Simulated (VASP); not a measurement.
# ZnF2 (P4_2/mnm) in VASP: a series of runs

The runs below take ZnF2 through single point, relaxation of cell and atoms, with LDA.

Program: VASP 6.6.1. These are calculated values, not measurements. Logs are shortened: lines on timing, memory, paths and dates and some standing lists are left out, and cuts for length are marked.

## Step 1: The cell of the first run

It takes space group P4_2/mnm (No. 136, tetragonal). The conventional cell has a = 4.600 Å, b = 4.600 Å, c = 3.067 Å, α = 90.00°, β = 90.00°, γ = 90.00°. Zn (site symmetry mmm) has 6 F at 1.97 to 2.00 Å within 2.6 Å. Within 2.6 Å of F (site symmetry m2m) lie 3 Zn at 1.97 to 2.00 Å and 1 F at 2.57 Å.

## Step 2: Single point, LDA (10.82 Å³/atom)

INCAR

```
ALGO = Normal
EDIFF = 1E-6
ENCUT = 600
GGA_COMPAT = False
ISIF = 2
ISMEAR = 0
LASPH = True
LCHARG = False
LREAL = False
LWAVE = False
NBANDS = 35
NELM = 120
PREC = Accurate
SIGMA = 0.01
```

KPOINTS

```
k-points
0
Gamma
  4 4 6
```

POSCAR

```
ZnF2
1.0
    4.5995901601      0.0000000000      0.0000000000
    0.0000000000      4.5995901601      0.0000000000
    0.0000000000      0.0000000000      3.0672543084
Zn F
2 4
Direct
    0.0000000000      0.0000000000      0.0000000000
    0.5000000000      0.5000000000      0.5000000000
    0.3027334674      0.3027334674      0.0000000000
    0.1972665326      0.8027334674      0.5000000000
    0.6972665326      0.6972665326      0.0000000000
    0.8027334674      0.1972665326      0.5000000000
```

Potentials or basis: VASP PAW LDA potentials, release 64 (Zn, F).

Started as:

```sh
> cat potpaw_LDA.64/Zn/POTCAR potpaw_LDA.64/F/POTCAR > POTCAR
> mpirun -np 1 vasp_std > vasp.out
```

OUTCAR:

```text
EDIFF = 1E-6
   ENCUT = 600
   ISIF = 2
   ISMEAR = 0
   LASPH = True
   LREAL = False
   NELM = 120
   PREC = Accurate

 ion  position               nearest neighbor table
   1  0.000  0.000  0.000-   3 1.97   5 1.97   4 2.00   6 2.00   4 2.00   6 2.00
   2  0.500  0.500  0.500-   4 1.97   6 1.97   5 2.00   3 2.00   3 2.00   5 2.00
   3  0.303  0.303  0.000-   1 1.97   2 2.00   2 2.00
   4  0.197  0.803  0.500-   2 1.97   1 2.00   1 2.00
   5  0.697  0.697  0.000-   1 1.97   2 2.00   2 2.00
   6  0.803  0.197  0.500-   2 1.97   1 2.00   1 2.00

  LATTYP: Found a simple tetragonal cell.
 ALAT       =     4.5995901601
 C/A-ratio  =     0.6668538286

  Lattice vectors:

 A1 = (   4.5995901601,   0.0000000000,   0.0000000000)
 A2 = (   0.0000000000,   4.5995901601,   0.0000000000)
 A3 = (   0.0000000000,   0.0000000000,   3.0672543084)

Analysis of symmetry for initial positions (statically):
=====================================================================
 Subroutine PRICEL returns:
 Original cell was already a primitive cell.

 Routine SETGRP: Setting up the symmetry group for a
 simple tetragonal supercell.

 Subroutine GETGRP returns: Found 16 space group operations
 (whereof  8 operations were pure point group operations)
 out of a pool of 16 trial point group operations.

The static configuration has the point symmetry D_2h.
 The point group associated with its full space group is D_4h.

Analysis of symmetry for dynamics (positions and initial velocities):
=====================================================================
 Subroutine PRICEL returns:
 Original cell was already a primitive cell.

 Routine SETGRP: Setting up the symmetry group for a
 simple tetragonal supercell.

 Subroutine GETGRP returns: Found 16 space group operations
 (whereof  8 operations were pure point group operations)
 out of a pool of 16 trial point group operations.

The dynamic configuration has the point symmetry D_2h.
 The point group associated with its full space group is D_4h.

 Subroutine INISYM returns: Found 16 space group operations
 (whereof  8 operations are pure point group operations),
 and found     1 'primitive' translations

----------------------------------------------------------------------------------------

                                     Primitive cell

  volume of cell :      64.8915

[... 97 lines left out ...]
   EDIFFG = 0.1E-04   stopping-criterion for IOM
   NSW    =      0    number of steps for IOM
   IBRION =     -1    ionic relax: 0-MD 1-quasi-New 2-CG
   NFREE  =      0    steps in history (QN), initial steepest desc. (CG)
   ISIF   =      2    stress and relaxation
   ISYM   =      2    0-nonsym 1-usesym 2-fastsym
   POTIM  = 0.5000    time-step for ionic-motion
   TEBEG  =    0.0;   TEEND  =   0.0 temperature during run
   PSTRESS=    0.0 pullay stress
   NELECT =      52.0000    total number of electrons
   NUPDOWN=      -1.0000    fix difference up-down
   EMIN   =  10.00;   EMAX   =-10.00  energy-range for DOS
   EFERMI =   0.00;   METHOD = LEGACY
   ISMEAR =     0;   SIGMA  =   0.01  broadening in eV -4-tet -1-fermi 0-gaus
   EFERMI_NEDOS =   21; number of points for ismear=-14 and -15
   IALGO  =     38    algorithm
   IMIX   =      4    mixing-type and parameters
     AMIX     =   0.40;   BMIX     =  1.00
     AMIX_MAG =   1.60;   BMIX_MAG =  1.00
  volume/ion in A,a.u.               =      10.82        72.98
  Fermi-wavevector in a.u.,A,eV,Ry     =   1.520594  2.873506 31.459472  2.312206
  Thomas-Fermi vector in A             =   2.629423
   LORBIT       =      0    0 simple, 1 ext, 2 COOP (PROOUT), +10 PAW based schemes
   GGA     = CA    functional components
   LHFCALC =     F    Hartree Fock is set to
   AEXX    =    0.0000 exact exchange contribution
   IVDW    =     0    specifies the selected vdW correction
   LEPSILON=     F    determine dielectric tensor
   LRPA    =     F    only Hartree local field effects (RPA)
 non-spin polarized calculation
 Gauss-broadening in eV      SIGMA  =   0.01
  energy-cutoff  :      600.00
  volume of cell :       64.89
 maximum number of plane-waves:      2200
 NGX is ok and might be reduce to    40
   NGX = 19   NGY = 19   NGZ = 13

 number of electron      52.0000010 magnetization

 Free energy of the ion-electron system (eV)
  ---------------------------------------------------
  ext. energy  EPLUGINS =         0.00000000
  ---------------------------------------------------
  free energy    TOTEN  =       -27.02150454 eV

  energy without entropy =      -27.02150454  energy(sigma->0) =      -27.02150454

 E-fermi :  -0.7064     XC(G=0): -11.3660

 val. band max:       -0.7644351351   @ k =   0.0000   0.0000   0.0000
 cond. band min:       2.6618106670   @ k =   0.0000   0.0000   0.0000
 fundamental gap:      3.4262458021
 Fermi energy:        -0.7063968575

 k-point     1 :       0.0000    0.0000    0.0000
  band No.  band energies     occupation
      1     -22.9022      2.00000
      2     -21.9273      2.00000
      3     -21.9273      2.00000
      4     -21.8834      2.00000
      5      -7.8054      2.00000
      6      -6.7490      2.00000
[... 901 lines left out ...]
     34      11.7668      0.00000
     35      16.2496      0.00000

------------------------ aborting loop because EDIFF is reached ----------------------------------------

  FORCE on cell =-STRESS in cart. coord.  units (eV):
  Direction    XX          YY          ZZ          XY          YZ          ZX
  --------------------------------------------------------------------------------------
  -------------------------------------------------------------------------------------
  Total        1.3215930      1.3215930      1.6597405     -0.0000000      0.0000000      0.0000000
  in kB       32.6302380     32.6302380     40.9791295     -0.0000000      0.0000000      0.0000000
  external PRESSURE =      35.4132018 kB  Pullay stress =       0.0000000 kB

 VOLUME and BASIS-vectors are now :
 -----------------------------------------------------------------------------
  energy-cutoff  :      600.00
  volume of cell :       64.89
      direct lattice vectors                 reciprocal lattice vectors
     4.599590160  0.000000000  0.000000000     0.217410675  0.000000000  0.000000000
     0.000000000  4.599590160  0.000000000     0.000000000  0.217410675  0.000000000
     0.000000000  0.000000000  3.067254308     0.000000000  0.000000000  0.326024483

 POSITION                                       TOTAL-FORCE (eV/Angst)
 -----------------------------------------------------------------------------------
      0.00000      0.00000      0.00000         0.000000      0.000000      0.000000
      2.29980      2.29980      1.53363         0.000000      0.000000      0.000000
      1.39245      1.39245      0.00000        -0.008353     -0.008353      0.000000
      0.90735      3.69224      1.53363         0.008353     -0.008353      0.000000
      3.20714      3.20714      0.00000         0.008353      0.008353      0.000000
      3.69224      0.90735      1.53363        -0.008353      0.008353      0.000000
 -----------------------------------------------------------------------------------
    total drift:                               -0.000000      0.000000     -0.000000

  FREE ENERGIE OF THE ION-ELECTRON SYSTEM (eV)
  ---------------------------------------------------
  free  energy   TOTEN  =       -27.0215045435 eV

  energy  without entropy=      -27.0215045435  energy(sigma->0) =      -27.02150454
```

OSZICAR:

```text
N       E                     dE             d eps       ncg     rms          rms(c)
DAV:   1     0.638839271672E+03    0.63884E+03   -0.29466E+04  1688   0.229E+03
DAV:   2     0.470649894212E+02   -0.59177E+03   -0.55481E+03  1792   0.538E+02
DAV:   3    -0.274985366095E+02   -0.74564E+02   -0.73738E+02  1805   0.192E+02
DAV:   4    -0.294356522964E+02   -0.19371E+01   -0.19321E+01  1958   0.320E+01
DAV:   5    -0.294489241735E+02   -0.13272E-01   -0.13270E-01  1914   0.279E+00    0.155E+01
DAV:   6    -0.270223109925E+02    0.24266E+01   -0.49423E+00  2514   0.397E+01    0.989E+00
DAV:   7    -0.270715882052E+02   -0.49277E-01   -0.16714E+00  1755   0.891E+00    0.571E+00
DAV:   8    -0.270539423953E+02    0.17646E-01   -0.36954E-01  2523   0.104E+01    0.133E+00
DAV:   9    -0.270201780689E+02    0.33764E-01   -0.12919E-01  2630   0.116E+01    0.321E-01
DAV:  10    -0.270216688314E+02   -0.14908E-02   -0.22215E-02  2367   0.168E+00    0.138E-01
DAV:  11    -0.270214974723E+02    0.17136E-03   -0.17838E-03  2322   0.379E-01    0.249E-02
DAV:  12    -0.270215048115E+02   -0.73392E-05   -0.10014E-04  1921   0.111E-01    0.956E-03
DAV:  13    -0.270215040599E+02    0.75154E-06   -0.10437E-05  2421   0.731E-02    0.423E-03
DAV:  14    -0.270215045435E+02   -0.48358E-06   -0.49379E-06  1645   0.177E-02
   1 F= -.27021505E+02 E0= -.27021505E+02  d E =-.138101E-18
```

Run time: 76 s. Hardware: 1 thread of Intel Xeon 8259CL, shared host; peak memory 0.2 GiB.

What came out:

- Free energy: -27.0215 eV
- Pressure: 3.5 GPa
- Largest force: 0.012 eV/Å
- Band gap on the k mesh: 3.43 eV

Forces in eV/Å, atoms in the order of the input:
```
Zn   0.000  0.000  0.000
Zn   0.000  0.000  0.000
F   -0.008 -0.008  0.000
F    0.008 -0.008  0.000
F    0.008  0.008  0.000
F   -0.008  0.008  0.000
```

Levels at points of the mesh, in eV from the valence-band top:
| k point | band 22 | band 23 | band 24 | band 25 | band 26 | band 27 | band 28 | band 29 | band 30 | band 31 |
| --- | --- | --- | --- | --- | --- | --- | --- | --- | --- | --- |
| (0.00, 0.00, 0.00) | -1.81 | -1.50 | -0.43 | -0.43 | 0.00 | 3.43 | 9.38 | 9.38 | 9.58 | 13.21 |
| (0.50, 0.00, 0.00) | -1.92 | -0.74 | -0.74 | -0.54 | -0.54 | 6.14 | 6.14 | 10.35 | 10.35 | 13.00 |
| (0.50, 0.50, 0.00) | -1.66 | -1.49 | -1.49 | -0.45 | -0.45 | 7.20 | 7.20 | 8.99 | 8.99 | 14.54 |
| (0.00, 0.00, 0.50) | -1.61 | -1.41 | -1.41 | -1.39 | -1.39 | 8.41 | 8.41 | 11.91 | 11.91 | 13.02 |
| (0.50, 0.00, 0.50) | -2.20 | -1.56 | -1.56 | -0.10 | -0.10 | 9.02 | 9.02 | 10.21 | 10.21 | 13.90 |
| (0.50, 0.50, 0.50) | -1.80 | -1.39 | -1.39 | -0.88 | -0.88 | 8.23 | 8.23 | 11.19 | 11.19 | 12.32 |

Caveat: the cell stands under pressure.

## Step 3: Single point, LDA (11.26 Å³/atom)

This run uses another cell than the first one, of 11.26 Å³/atom.

INCAR

```
SYSTEM = ZnF2
PREC = Accurate ; ENCUT = 600
EDIFF = 1E-6 ; ISMEAR = 0
SIGMA = 0.01 ; LREAL = .FALSE.
LASPH = .TRUE. ; NELM = 120
ALGO = Normal ; ISIF = 2
LWAVE = .FALSE. ; LCHARG = .FALSE.
NBANDS = 35 ; GGA_COMPAT = .FALSE.
```

KPOINTS

```
regular mesh
0
G
  4 4 6
  0 0 0
```

POSCAR

```
ZnF2
1.0
    4.6613369933      0.0000000000      0.0000000000
    0.0000000000      4.6613369933      0.0000000000
    0.0000000000      0.0000000000      3.1084304206
Zn F
2 4
Direct
    0.0000000000      0.0000000000      0.0000000000
    0.5000000000      0.5000000000      0.5000000000
    0.3038917579      0.3038917579      0.0000000000
    0.1961082421      0.8038917579      0.5000000000
    0.6961082421      0.6961082421      0.0000000000
    0.8038917579      0.1961082421      0.5000000000
```

Potentials or basis: VASP PAW LDA potentials, release 64 (Zn, F).

Started as:

```sh
> cat potpaw_LDA.64/Zn/POTCAR potpaw_LDA.64/F/POTCAR > POTCAR
> mpirun -np 1 vasp_std > vasp.out
```

It took 81 s on 1 thread of Intel Xeon 8259CL, shared host; peak memory 0.2 GiB.

It converged, with:

* Free energy: -27.0419 eV
* Pressure: -1.9 GPa
* Largest force: 0.014 eV/Å
* Band gap on the k mesh: 3.38 eV

Forces on the atoms (eV/Å):
```
Zn   0.000  0.000  0.000
Zn   0.000  0.000  0.000
F   -0.010 -0.010  0.000
F    0.010 -0.010  0.000
F    0.010  0.010  0.000
F   -0.010  0.010  0.000
```

Stress tensor (GPa, compression positive):
```
-1.84  0.00  0.00
 0.00 -1.84  0.00
 0.00  0.00 -1.95
```

Levels at points of the mesh, in eV from the valence-band top:
```csv
k point,band 23,band 24,band 25,band 26,band 27,band 28,band 29,band 30
"(0.00, 0.00, 0.00)",-1.25,-0.34,-0.34,0.00,3.38,9.33,9.39,9.39
"(0.50, 0.00, 0.00)",-0.66,-0.66,-0.44,-0.44,6.04,6.04,10.31,10.31
"(0.50, 0.50, 0.00)",-1.32,-1.32,-0.36,-0.36,7.02,7.02,8.96,8.96
"(0.00, 0.00, 0.50)",-1.35,-1.35,-1.28,-1.28,8.24,8.24,11.80,11.80
"(0.50, 0.00, 0.50)",-1.39,-1.39,-0.06,-0.06,8.79,8.79,10.16,10.16
"(0.50, 0.50, 0.50)",-1.28,-1.28,-0.84,-0.84,8.07,8.07,11.18,11.18
```

(Continued in part 2 of 2.)
